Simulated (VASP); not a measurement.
# MgO (P1) in VASP: single point with r2SCAN

Aim: the single point of MgO with r2SCAN.

All numbers are computed with VASP 6.6.1; they aren't measurements. Logs are shortened: lines on timing, memory, paths and dates and some standing lists are left out, and cuts for length are marked.

### 1 The cell of the first run

The typed cell holds 4 atoms: a = 3.488 Å, b = 3.477 Å, c = 4.206 Å, α = 89.19°, β = 91.45°, γ = 119.84°.

### 2 Single point, r2SCAN (atoms moved at random and the cell strained at random)

File POSCAR:

```
MgO
1.0
    3.4881128703      0.0081027495     -0.0441850903
   -1.7370392482      3.0122262406      0.0245659657
   -0.0530825064      0.0034311761      4.2053016551
Mg O
2 2
Direct
    0.7037252647      0.3252503638      0.7564607088
    0.3671177567      0.6872386907      0.2606499823
    0.6547993279      0.2935195334      0.2367090262
    0.2743576508      0.6939914120      0.7461802827
```

File INCAR.step1:

```
SYSTEM = MgO
  ALGO = Normal
  EDIFF = 1E-4
  ENCUT = 520
  GGA = PE
  ISMEAR = 0
  LASPH = .True.
  LCHARG = .False.
  LREAL = .False.
  LWAVE = .True.
  NBANDS = 16
  NELM = 100
  PREC = Accurate
  SIGMA = 0.05
```

File INCAR.step2:

```
SYSTEM = MgO
  ALGO = Normal
  EDIFF = 1E-7
  ENCUT = 520
  ISIF = 2
  ISMEAR = 0
  ISTART = 1
  LASPH = .True.
  LCHARG = .False.
  LMIXTAU = .True.
  LREAL = .False.
  LWAVE = .False.
  METAGGA = R2SCAN
  NBANDS = 16
  NELM = 100
  PREC = Accurate
  SIGMA = 0.05
```

File KPOINTS:

```
k-points
0
Gamma
  6 6 6
  0 0 0
```

Potentials or basis: VASP PAW PBE potentials, release 64 (Mg, O).

Started as:

```sh
$ cat potpaw_PBE.64/Mg/POTCAR potpaw_PBE.64/O/POTCAR > POTCAR
$ cp INCAR.step1 INCAR
$ mpirun -np 1 vasp_std > vasp.out
$ cp INCAR.step2 INCAR
$ mpirun -np 1 vasp_std > vasp.out
```

OUTCAR:

```text
SYSTEM = MgO
   EDIFF = 1E-7
   ENCUT = 520
   ISIF = 2
   ISMEAR = 0
   ISTART = 1
   LASPH = .True.
   LREAL = .False.
   METAGGA = R2SCAN
   NELM = 100
   PREC = Accurate

 ion  position               nearest neighbor table
   1  0.704  0.325  0.756-   4 1.75   4 1.95   3 2.03   3 2.19   4 2.41   2 2.84   2 2.86   2 2.89
                             2 2.93   2 2.93   2 3.02
   2  0.367  0.687  0.261-   3 1.83   3 2.07   4 2.08   3 2.16   4 2.18   1 2.84   1 2.86   1 2.89
                             1 2.93   1 2.93   1 3.02
   3  0.655  0.294  0.237-   2 1.83   1 2.03   2 2.07   2 2.16   1 2.19
   4  0.274  0.694  0.746-   1 1.75   1 1.95   2 2.08   2 2.18   1 2.41

  LATTYP: Found a triclinic cell.
 ALAT       =     3.4884021231
 B/A-ratio  =     0.9968091943
 C/A-ratio  =     1.2056058668
 COS(alpha) =     0.0140759804
 COS(beta)  =     0.0252840773
 COS(gamma) =     0.4975768405

  Lattice vectors:

 A1 = (   3.4881128703,   0.0081027495,  -0.0441850903)
 A2 = (   1.7370392482,  -3.0122262406,  -0.0245659657)
 A3 = (   0.0530825064,  -0.0034311761,  -4.2053016551)

Analysis of symmetry for initial positions (statically):
=====================================================================
 Subroutine PRICEL returns:
 Original cell was already a primitive cell.

 Routine SETGRP: Setting up the symmetry group for a
 triclinic supercell.

 Subroutine GETGRP returns: Found  1 space group operations
 (whereof  1 operations were pure point group operations)
 out of a pool of  2 trial point group operations.

The static configuration has the point symmetry C_1 .

Analysis of symmetry for dynamics (positions and initial velocities):
=====================================================================
 Subroutine PRICEL returns:
 Original cell was already a primitive cell.

 Routine SETGRP: Setting up the symmetry group for a
 triclinic supercell.

 Subroutine GETGRP returns: Found  1 space group operations
 (whereof  1 operations were pure point group operations)
 out of a pool of  2 trial point group operations.

The dynamic configuration has the point symmetry C_1 .

 Subroutine INISYM returns: Found  1 space group operations
 (whereof  1 operations are pure point group operations),
 and found     1 'primitive' translations

----------------------------------------------------------------------------------------

                                     Primitive cell

  volume of cell :      44.2371

  direct lattice vectors                    reciprocal lattice vectors
     3.488112870  0.008102750 -0.044185090     0.286348534  0.165098209  0.003479802
    -1.737039248  3.012226241  0.024565966    -0.000773697  0.331536500 -0.000280272
    -0.053082506  0.003431176  4.205301655     0.003013183 -0.000202039  0.237833269

  length of vectors
     3.488402123  3.477271310  4.205638065     0.330552583  0.331537521  0.237852442

  position of ions in fractional coordinates (direct lattice)
     0.703725265  0.325250364  0.756460709
     0.367117757  0.687238691  0.260649982
     0.654799328  0.293519533  0.236709026
     0.274357651  0.693991412  0.746180283

  ion indices of the primitive-cell ions
   primitive index   ion index
                 1           1
                 2           2
                 3           3
                 4           4

----------------------------------------------------------------------------------------

 KPOINTS: k-points

Automatic generation of k-mesh.
 Grid dimensions read from file:
 generate k-points for:    6    6    6

 Generating k-lattice:

  Cartesian coordinates                     Fractional coordinates (reciprocal lattice)
     0.047724756  0.027516368  0.000579967     0.166666667  0.000000000  0.000000000
    -0.000128949  0.055256083 -0.000046712     0.000000000  0.166666667 -0.000000000
     0.000502197 -0.000033673  0.039638878    -0.000000000  0.000000000  0.166666667

  Length of vectors
     0.055092097  0.055256253  0.039642074

  Shift w.r.t. Gamma in fractional coordinates (k-lattice)
     0.000000000  0.000000000  0.000000000

 Subroutine IBZKPT returns following result:
 ===========================================

 Found    112 irreducible k-points:

 Following reciprocal coordinates:
            Coordinates               Weight
  0.000000  0.000000  0.000000      1.000000
  0.166667 -0.000000 -0.000000      2.000000
  0.333333 -0.000000 -0.000000      2.000000
  0.500000 -0.000000 -0.000000      1.000000
  0.000000  0.166667  0.000000      2.000000
  0.166667  0.166667  0.000000      2.000000
[... 16 lines left out ...]
  0.333333 -0.000000  0.166667      2.000000
  0.500000 -0.000000  0.166667      2.000000
 [... further k-points ...]
   k-points           NKPTS =    112   k-points in BZ     NKDIM =    112   number of bands    NBANDS=     16
   number of dos      NEDOS =    301   number of ions     NIONS =      4
   total plane-waves  NPLWV =  25088
   dimension x,y,z NGX =    28 NGY =   28 NGZ =   32
   dimension x,y,z NGXF=    56 NGYF=   56 NGZF=   64
   ions per type =               2   2
   NGX,Y,Z   is equivalent  to a cutoff of  13.34, 13.39, 12.65 a.u.
   NGXF,Y,Z  is equivalent  to a cutoff of  26.69, 26.77, 25.30 a.u.
 SYSTEM =  MgO
   PREC   = accura    normal or accurate (medium, high low for compatibility)
   ISTART =      1    job   : 0-new  1-cont  2-samecut
   ICHARG =      0    charge: 1-file 2-atom 10-const
   ISPIN  =      1    spin polarized calculation?
   LNONCOLLINEAR =      F non collinear calculations
   LSORBIT =      F    spin-orbit coupling
   LASPH  =      T    aspherical Exc in radial PAW
   ENCUT  =  520.0 eV  38.22 Ry    6.18 a.u.   6.49  6.47  7.82*2*pi/ulx,y,z
   NELM   =    100;   NELMIN=  2; NELMDL=  0     # of ELM steps
   EDIFF  = 0.1E-06   stopping-criterion for ELM
   LREAL  =      F    real-space projection
   EDIFFG = 0.1E-05   stopping-criterion for IOM
   NSW    =      0    number of steps for IOM
   IBRION =     -1    ionic relax: 0-MD 1-quasi-New 2-CG
   NFREE  =      0    steps in history (QN), initial steepest desc. (CG)
   ISIF   =      2    stress and relaxation
   ISYM   =      2    0-nonsym 1-usesym 2-fastsym
   POTIM  = 0.5000    time-step for ionic-motion
   TEBEG  =    0.0;   TEEND  =   0.0 temperature during run
   PSTRESS=    0.0 pullay stress
   NELECT =      16.0000    total number of electrons
   NUPDOWN=      -1.0000    fix difference up-down
   EMIN   =  10.00;   EMAX   =-10.00  energy-range for DOS
   EFERMI =   0.00;   METHOD = LEGACY
   ISMEAR =     0;   SIGMA  =   0.05  broadening in eV -4-tet -1-fermi 0-gaus
   EFERMI_NEDOS =   21; number of points for ismear=-14 and -15
   IALGO  =     38    algorithm
   IMIX   =      4    mixing-type and parameters
     AMIX     =   0.40;   BMIX     =  1.00
     AMIX_MAG =   1.60;   BMIX_MAG =  1.00
  volume/ion in A,a.u.               =      11.06        74.63
  Fermi-wavevector in a.u.,A,eV,Ry     =   1.166413  2.204202 18.511004  1.360520
  Thomas-Fermi vector in A             =   2.302927
   LORBIT       =      0    0 simple, 1 ext, 2 COOP (PROOUT), +10 PAW based schemes
   METAGGA = R2SCAN    functional components
   LHFCALC =     F    Hartree Fock is set to
   AEXX    =    0.0000 exact exchange contribution
   IVDW    =     0    specifies the selected vdW correction
   LEPSILON=     F    determine dielectric tensor
   LRPA    =     F    only Hartree local field effects (RPA)
 non-spin polarized calculation
 Gauss-broadening in eV      SIGMA  =   0.05
  energy-cutoff  :      520.00
  volume of cell :       44.24
 maximum number of plane-waves:      1214
 NGX is ok and might be reduce to    28
   NGX = 13   NGY = 13   NGZ = 15

 number of electron      15.9999998 magnetization

 Free energy of the ion-electron system (eV)
  ---------------------------------------------------
  ext. energy  EPLUGINS =         0.00000000
  ---------------------------------------------------
  free energy    TOTEN  =       -31.16328379 eV

  energy without entropy =      -31.16328379  energy(sigma->0) =      -31.16328379

 E-fermi :   1.9176     XC(G=0): -10.5130

 val. band max:        1.6218332056   @ k =   0.0000   0.0000   0.0000
 cond. band min:       5.4326444351   @ k =   0.0000   0.0000   0.0000
 fundamental gap:      3.8108112295
 Fermi energy:         1.9175872918

 k-point     1 :       0.0000    0.0000    0.0000
  band No.  band energies     occupation
      1     -16.3271      2.00000
      2     -14.9650      2.00000
      3      -2.1095      2.00000
      4      -0.5037      2.00000
      5       0.1814      2.00000
      6       0.6250      2.00000
[... 8 lines left out ...]
     15      17.9814      0.00000
     16      18.9075      0.00000

 k-point     2 :       0.1667   -0.0000   -0.0000
  band No.  band energies     occupation
      1     -16.1900      2.00000
      2     -14.9906      2.00000
      3      -1.8885      2.00000
      4      -0.7559      2.00000
      5      -0.0943      2.00000
      6       0.1764      2.00000
[... 8 lines left out ...]
     15      17.4626      0.00000
     16      17.9236      0.00000

 k-point     3 :       0.3333   -0.0000   -0.0000
  band No.  band energies     occupation
      1     -15.8504      2.00000
      2     -15.1033      2.00000
      3      -1.4394      2.00000
      4      -1.2762      2.00000
      5      -0.5050      2.00000
      6      -0.4076      2.00000
[... 8 lines left out ...]
     15      17.6217      0.00000
     16      17.9166      0.00000
[... 362 lines left out ...]
 k-point    23 :       0.3333   -0.0000    0.1667
  band No.  band energies     occupation
      1     -15.7812      2.00000
      2     -15.1546      2.00000
      3      -1.9196      2.00000
      4      -1.0666      2.00000
      5      -0.4861      2.00000
      6      -0.2957      2.00000
[... 8 lines left out ...]
     15      17.6695      0.00000
     16      18.2049      0.00000

 k-point    24 :       0.5000   -0.0000    0.1667
  band No.  band energies     occupation
      1     -15.5392      2.00000
      2     -15.2707      2.00000
      3      -2.0905      2.00000
      4      -1.2694      2.00000
      5      -0.5492      2.00000
      6      -0.2861      2.00000
[... 8 lines left out ...]
     15      17.5152      0.00000
     16      18.2829      0.00000

 [... further k-points ...]

------------------------ aborting loop because EDIFF is reached ----------------------------------------

  FORCE on cell =-STRESS in cart. coord.  units (eV):
  Direction    XX          YY          ZZ          XY          YZ          ZX
  --------------------------------------------------------------------------------------
  -------------------------------------------------------------------------------------
  Total        0.5890860      5.5022000     -0.1790817      3.5632567     -0.1684301      0.4931435
  in kB       21.3354780    199.2783276     -6.4859690    129.0538028     -6.1001888     17.8606413
  external PRESSURE =      71.3759455 kB  Pullay stress =       0.0000000 kB

 VOLUME and BASIS-vectors are now :
 -----------------------------------------------------------------------------
  energy-cutoff  :      520.00
  volume of cell :       44.24
      direct lattice vectors                 reciprocal lattice vectors
     3.488112870  0.008102750 -0.044185090     0.286348534  0.165098209  0.003479802
    -1.737039248  3.012226241  0.024565966    -0.000773697  0.331536500 -0.000280272
    -0.053082506  0.003431176  4.205301655     0.003013183 -0.000202039  0.237833269

 POSITION                                       TOTAL-FORCE (eV/Angst)
 -----------------------------------------------------------------------------------
      1.84955      0.98803      3.15804        -3.004591     -1.431720     -0.077815
      0.07295      2.07399      1.09677        -0.686016     -2.114184     -0.350252
      1.76159      0.89027      0.97371         0.015572      2.502461      0.612079
     -0.28811      2.09524      3.14284         3.675036      1.043443     -0.184013
 -----------------------------------------------------------------------------------
    total drift:                                0.003029     -0.000702     -0.000340

  FREE ENERGIE OF THE ION-ELECTRON SYSTEM (eV)
  ---------------------------------------------------
  free  energy   TOTEN  =       -31.1632837879 eV

  energy  without entropy=      -31.1632837879  energy(sigma->0) =      -31.16328379
```

It took 7.1 min on 1 thread of Intel Xeon 8259CL, shared host; peak memory 0.22 GiB.

What came out:

* Free energy: -31.1633 eV
* Pressure: 7.1 GPa
* Largest force: 3.825 eV/Å
* Band gap on the k mesh: 3.81 eV

Forces on the atoms (eV/Å):
```
Mg  -3.005 -1.432 -0.078
Mg  -0.686 -2.114 -0.350
O    0.016  2.502  0.612
O    3.675  1.043 -0.184
```

Stress tensor (GPa, compression positive):
```
 2.13 12.91  1.79
12.91 19.93 -0.61
 1.79 -0.61 -0.65
```

Caveat: the cell differs from its parent crystal (atoms moved at random and the cell strained at random); the cell stands under pressure; the PAW data sets were made with another functional, which shifts forces and pressure a little.
